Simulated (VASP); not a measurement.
# W in VASP: single point with PBEsol

Aim: the single point of W with PBEsol.

Program: VASP 6.6.1. These are calculated values, not measurements. Logs are shortened: lines on timing, memory, paths and dates and some standing lists are left out, and cuts for length are marked.

**1. The cell of the first run**

The typed cell holds 1 atom: a = 2.810 Å, b = 2.810 Å, c = 2.810 Å, α = 120.00°, β = 120.00°, γ = 90.01°.

This isn't the form of W at room conditions, which is bcc.

**2. Single point, PBEsol**

Contents of INCAR:

```
SYSTEM = W
PREC = Accurate
ENCUT = 520
EDIFF = 1E-7
ISMEAR = 0
SIGMA = 0.15
LREAL = .False.
LASPH = .True.
NELM = 80
ALGO = Fast
ISIF = 2
LWAVE = .False.
LCHARG = .False.
GGA = PS
NBANDS = 13
```

Contents of KPOINTS:

```
regular mesh
0
Gamma
  30 30 30
  0 0 0
```

Contents of POSCAR:

```
W
1.0
   -1.4051785010      1.4051785010      1.9869224005
    1.4051785010     -1.4051785010      1.9869224005
    1.4051785010      1.4051785010     -1.9869224005
W
1
Direct
    0.0000000000      0.0000000000      0.0000000000
```

Potentials or basis: VASP PAW PBE potentials, release 64 (W_sv).

Started as:

```bash
cat potpaw_PBE.64/W_sv/POTCAR > POTCAR
mpirun -np 1 vasp_std > vasp.out
```

OUTCAR:

```text
SYSTEM = W
   PREC = Accurate
   ENCUT = 520
   EDIFF = 1E-7
   ISMEAR = 0
   LREAL = .False.
   LASPH = .True.
   NELM = 80
   ISIF = 2
   GGA = PS

 ion  position               nearest neighbor table
   1  0.000  0.000  0.000-

  LATTYP: Found a body centered tetragonal cell.
 ALAT       =     2.8103570020
 C/A-ratio  =     1.4140000001

  Lattice vectors:

 A1 = (  -1.4051785010,   1.4051785010,   1.9869224005)
 A2 = (   1.4051785010,  -1.4051785010,   1.9869224005)
 A3 = (   1.4051785010,   1.4051785010,  -1.9869224005)

Analysis of symmetry for initial positions (statically):
=====================================================================
 Subroutine PRICEL returns:
 Original cell was already a primitive cell.

 Routine SETGRP: Setting up the symmetry group for a
 body centered tetragonal supercell.

 Subroutine GETGRP returns: Found 16 space group operations
 (whereof 16 operations were pure point group operations)
 out of a pool of 16 trial point group operations.

The static configuration has the point symmetry D_4h.

Analysis of symmetry for dynamics (positions and initial velocities):
=====================================================================
 Subroutine PRICEL returns:
 Original cell was already a primitive cell.

 Routine SETGRP: Setting up the symmetry group for a
 body centered tetragonal supercell.

 Subroutine GETGRP returns: Found 16 space group operations
 (whereof 16 operations were pure point group operations)
 out of a pool of 16 trial point group operations.

The dynamic configuration has the point symmetry D_4h.

 Subroutine INISYM returns: Found 16 space group operations
 (whereof 16 operations are pure point group operations),
 and found     1 'primitive' translations

----------------------------------------------------------------------------------------

                                     Primitive cell

  volume of cell :      15.6929

  direct lattice vectors                    reciprocal lattice vectors
    -1.405178501  1.405178501  1.986922400     0.000000000  0.355826679  0.251645459
     1.405178501 -1.405178501  1.986922400     0.355826679  0.000000000  0.251645459
     1.405178501  1.405178501 -1.986922400     0.355826679  0.355826679  0.000000000

  length of vectors
     2.810144812  2.810144812  2.810144812     0.435818842  0.435818842  0.503214916

  position of ions in fractional coordinates (direct lattice)
     0.000000000  0.000000000  0.000000000

  ion indices of the primitive-cell ions
   primitive index   ion index
                 1           1

----------------------------------------------------------------------------------------

 KPOINTS: regular mesh

Automatic generation of k-mesh.
 Grid dimensions read from file:
 generate k-points for:   30   30   30

 Generating k-lattice:

  Cartesian coordinates                     Fractional coordinates (reciprocal lattice)
     0.000000000  0.011860889  0.008388182     0.033333333  0.000000000  0.000000000
     0.011860889  0.000000000  0.008388182     0.000000000  0.033333333  0.000000000
     0.011860889  0.011860889  0.000000000     0.000000000  0.000000000  0.033333333

  Length of vectors
     0.014527295  0.014527295  0.016773831

  Shift w.r.t. Gamma in fractional coordinates (k-lattice)
     0.000000000  0.000000000  0.000000000

 Subroutine IBZKPT returns following result:
 ===========================================

 Found   1992 irreducible k-points:

 Following reciprocal coordinates:
            Coordinates               Weight
  0.000000  0.000000  0.000000      1.000000
  0.033333  0.000000  0.000000      8.000000
  0.066667  0.000000 -0.000000      8.000000
  0.100000  0.000000 -0.000000      8.000000
  0.133333 -0.000000  0.000000      8.000000
  0.166667 -0.000000  0.000000      8.000000
[... 16 lines left out ...]
  0.233333  0.033333  0.000000     16.000000
  0.266667  0.033333  0.000000     16.000000
 [... further k-points ...]
   k-points           NKPTS =   1992   k-points in BZ     NKDIM =   1992   number of bands    NBANDS=     13
   number of dos      NEDOS =    301   number of ions     NIONS =      1
   total plane-waves  NPLWV =  13824
   dimension x,y,z NGX =    24 NGY =   24 NGZ =   24
   dimension x,y,z NGXF=    48 NGYF=   48 NGZF=   48
   ions per type =               1
   NGX,Y,Z   is equivalent  to a cutoff of  14.20, 14.20, 14.20 a.u.
   NGXF,Y,Z  is equivalent  to a cutoff of  28.40, 28.40, 28.40 a.u.
 SYSTEM =  W
   PREC   = accura    normal or accurate (medium, high low for compatibility)
   ISTART =      0    job   : 0-new  1-cont  2-samecut
   ICHARG =      2    charge: 1-file 2-atom 10-const
   ISPIN  =      1    spin polarized calculation?
   LNONCOLLINEAR =      F non collinear calculations
   LSORBIT =      F    spin-orbit coupling
   LASPH  =      T    aspherical Exc in radial PAW
   ENCUT  =  520.0 eV  38.22 Ry    6.18 a.u.   5.23  5.23  5.23*2*pi/ulx,y,z
   NELM   =     80;   NELMIN=  2; NELMDL= -5     # of ELM steps
   EDIFF  = 0.1E-06   stopping-criterion for ELM
   LREAL  =      F    real-space projection
   EDIFFG = 0.1E-05   stopping-criterion for IOM
   NSW    =      0    number of steps for IOM
   IBRION =     -1    ionic relax: 0-MD 1-quasi-New 2-CG
   NFREE  =      0    steps in history (QN), initial steepest desc. (CG)
   ISIF   =      2    stress and relaxation
   ISYM   =      2    0-nonsym 1-usesym 2-fastsym
   POTIM  = 0.5000    time-step for ionic-motion
   TEBEG  =    0.0;   TEEND  =   0.0 temperature during run
   PSTRESS=    0.0 pullay stress
   NELECT =      14.0000    total number of electrons
   NUPDOWN=      -1.0000    fix difference up-down
   EMIN   =  10.00;   EMAX   =-10.00  energy-range for DOS
   EFERMI =   0.00;   METHOD = LEGACY
   ISMEAR =     0;   SIGMA  =   0.15  broadening in eV -4-tet -1-fermi 0-gaus
   EFERMI_NEDOS =   21; number of points for ismear=-14 and -15
   IALGO  =     68    algorithm
   IMIX   =      4    mixing-type and parameters
     AMIX     =   0.40;   BMIX     =  1.00
     AMIX_MAG =   1.60;   BMIX_MAG =  1.00
  volume/ion in A,a.u.               =      15.69       105.90
  Fermi-wavevector in a.u.,A,eV,Ry     =   1.575976  2.978162 33.792787  2.483700
  Thomas-Fermi vector in A             =   2.676879
   LORBIT       =      0    0 simple, 1 ext, 2 COOP (PROOUT), +10 PAW based schemes
   GGA     = PS    functional components
   LHFCALC =     F    Hartree Fock is set to
   AEXX    =    0.0000 exact exchange contribution
   IVDW    =     0    specifies the selected vdW correction
   LEPSILON=     F    determine dielectric tensor
   LRPA    =     F    only Hartree local field effects (RPA)
 non-spin polarized calculation
 RMM-DIIS sequential band-by-band and
 Gauss-broadening in eV      SIGMA  =   0.15
  energy-cutoff  :      520.00
  volume of cell :       15.69
 maximum number of plane-waves:       444
 NGX is ok and might be reduce to    24
   NGX = 11   NGY = 11   NGZ = 11

 number of electron      13.9999999 magnetization

 Free energy of the ion-electron system (eV)
  ---------------------------------------------------
  ext. energy  EPLUGINS =         0.00000000
  ---------------------------------------------------
  free energy    TOTEN  =       -13.30983064 eV

  energy without entropy =      -13.29606810  energy(sigma->0) =      -13.30294937

 E-fermi :  10.9375     XC(G=0): -13.8074

 val. band max:       10.9362737148   @ k =   0.2000   0.0333   0.0333
 cond. band min:      10.9378451721   @ k =  -0.1667   0.4000   0.1000
 fundamental gap:      0.0015714573
 Fermi energy:        10.9374932496

 k-point     1 :       0.0000    0.0000    0.0000
  band No.  band energies     occupation
      1     -62.6008      2.00000
      2     -26.1655      2.00000
      3     -26.1655      2.00000
      4     -26.1653      2.00000
      5       1.7028      2.00000
      6      10.3222      2.00000
      7      10.3222      2.00000
      8      10.3242      2.00000
      9      13.6447      0.00000
     10      13.6479      0.00000
     11      23.8219      0.00000
     12      29.2255      0.00000
     13      29.2255      0.00000

 k-point     2 :       0.0333    0.0000    0.0000
  band No.  band energies     occupation
      1     -62.5994      2.00000
      2     -26.1812      2.00000
      3     -26.1674      2.00000
      4     -26.1673      2.00000
      5       1.7549      2.00000
      6      10.2809      2.00000
      7      10.3471      2.00000
      8      10.3485      2.00000
      9      13.6202      0.00000
     10      13.6233      0.00000
     11      23.9286      0.00000
     12      28.9780      0.00000
     13      29.3261      0.00000

 k-point     3 :       0.0667    0.0000   -0.0000
  band No.  band energies     occupation
      1     -62.5953      2.00000
      2     -26.2279      2.00000
      3     -26.1733      2.00000
      4     -26.1732      2.00000
      5       1.9094      2.00000
      6      10.1620      2.00000
      7      10.4188      2.00000
      8      10.4202      2.00000
      9      13.5530      0.00000
     10      13.5561      0.00000
     11      24.2379      0.00000
     12      28.3750      0.00000
     13      29.6156      0.00000
[... 305 lines left out ...]
 k-point    23 :       0.2333    0.0333    0.0000
  band No.  band energies     occupation
      1     -62.5371      2.00000
      2     -26.8388      2.00000
      3     -26.2742      2.00000
      4     -26.2417      2.00000
      5       3.9819      2.00000
      6       9.2572      2.00000
      7      10.7763      1.87141
      8      10.8298      1.69012
      9      13.3621      0.00000
     10      14.0150      0.00000
     11      24.3371      0.00000
     12      28.2469      0.00000
     13      33.1502      0.00000

 k-point    24 :       0.2667    0.0333    0.0000
  band No.  band energies     occupation
      1     -62.5235      2.00000
      2     -26.9759      2.00000
      3     -26.2930      2.00000
      4     -26.2605      2.00000
      5       4.3839      2.00000
      6       9.3214      2.00000
      7      10.6731      1.98734
      8      10.7278      1.95197
      9      13.7019      0.00000
     10      14.3699      0.00000
     11      23.7995      0.00000
     12      28.3547      0.00000
     13      33.7882      0.00000

 [... further k-points ...]

------------------------ aborting loop because EDIFF is reached ----------------------------------------

  FORCE on cell =-STRESS in cart. coord.  units (eV):
  Direction    XX          YY          ZZ          XY          YZ          ZX
  --------------------------------------------------------------------------------------
  -------------------------------------------------------------------------------------
  Total        0.6155767      0.6155767      0.6104501      0.0000000      0.0000000      0.0000000
  in kB       62.8476287     62.8476287     62.3242173      0.0000000      0.0000000      0.0000000
  external PRESSURE =      62.6731582 kB  Pullay stress =       0.0000000 kB

 VOLUME and BASIS-vectors are now :
 -----------------------------------------------------------------------------
  energy-cutoff  :      520.00
  volume of cell :       15.69
      direct lattice vectors                 reciprocal lattice vectors
    -1.405178501  1.405178501  1.986922400     0.000000000  0.355826679  0.251645459
     1.405178501 -1.405178501  1.986922400     0.355826679  0.000000000  0.251645459
     1.405178501  1.405178501 -1.986922400     0.355826679  0.355826679  0.000000000

 POSITION                                       TOTAL-FORCE (eV/Angst)
 -----------------------------------------------------------------------------------
      0.00000      0.00000      0.00000         0.000000     -0.000000      0.000000
 -----------------------------------------------------------------------------------
    total drift:                               -0.000000      0.000000      0.000000

  FREE ENERGIE OF THE ION-ELECTRON SYSTEM (eV)
  ---------------------------------------------------
  free  energy   TOTEN  =       -13.3098306357 eV

  energy  without entropy=      -13.2960680974  energy(sigma->0) =      -13.30294937
```

Wall time 4.6 min (1 thread of AMD EPYC 9R45 (Zen 5), shared host); peak memory 0.44 GiB.

What came out:

```
Free energy            : -13.3098 eV
Pressure               : 6.3 GPa
Band gap on the k mesh : zero (bands 7 and 8 overlap by 3.95 eV)
```

Caveat: the cell stands under pressure; the PAW data sets were made with another functional, which shifts forces and pressure a little; spin-orbit coupling is left out, which moves the levels of the heavy elements.
